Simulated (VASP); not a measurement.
Set up this calculation in VASP 6.6.1, as the native input.

| Quantity | Value |
| --- | --- |
| Task | relaxation of cell and atoms |
| Functional | PBE |
| Potentials or basis | VASP PAW PBE potentials, release 64 (Rb_sv, Hg) |
| Cutoff | 600 eV |
| k mesh | 12 × 12 × 8 |
| Occupations | gaussian, width 0.1 eV |
| Spin | no spin polarisation |
| Dipole correction | no |
| Further INCAR settings | ALGO = Fast; EDIFF = 1e-07; IBRION = 2; EDIFFG = -0.01; NSW = 100; ISIF = 3 |

The structure of RbHg lies in POSCAR:

```
RbHg
1.0
    4.6309360788      0.0000000000      0.0000000000
   -2.3154680394      4.0105082876      0.0000000000
    0.0000000000      0.0000000000      7.6445696488
Rb Hg
1 1
Direct
    0.0000000000      0.0000000000      0.5000000000
    0.0000000000      0.0000000000      0.0000000000
```

These files were run (other wordings do the same):

INCAR

```
  PREC = Accurate
  ENCUT = 600
  EDIFF = 1E-7
  ISMEAR = 0
  SIGMA = 0.1
  LREAL = F
  LASPH = T
  NELM = 80
  ALGO = Fast
  ISIF = 3
  LWAVE = F
  LCHARG = F
  GGA = PE
  IBRION = 2
  NSW = 100
  EDIFFG = -0.01
```

KPOINTS

```
Automatic mesh
0
Gamma
  12 12 8
```

Potentials or basis: VASP PAW PBE potentials, release 64 (Rb_sv, Hg).

The run is started by

```console
$ cat potpaw_PBE.64/Rb_sv/POTCAR potpaw_PBE.64/Hg/POTCAR > POTCAR
$ mpirun -np 1 vasp_std > vasp.out
```

It gave:

* Pressure after relaxing: 0.0 GPa

Caveat: the relaxation stopped at its first step, so nothing moved.

Wall time 2.4 min on 1 thread of Intel(R) Xeon(R) 6975P-C (Granite Rapids), on a shared host, peak memory 0.48 GiB.
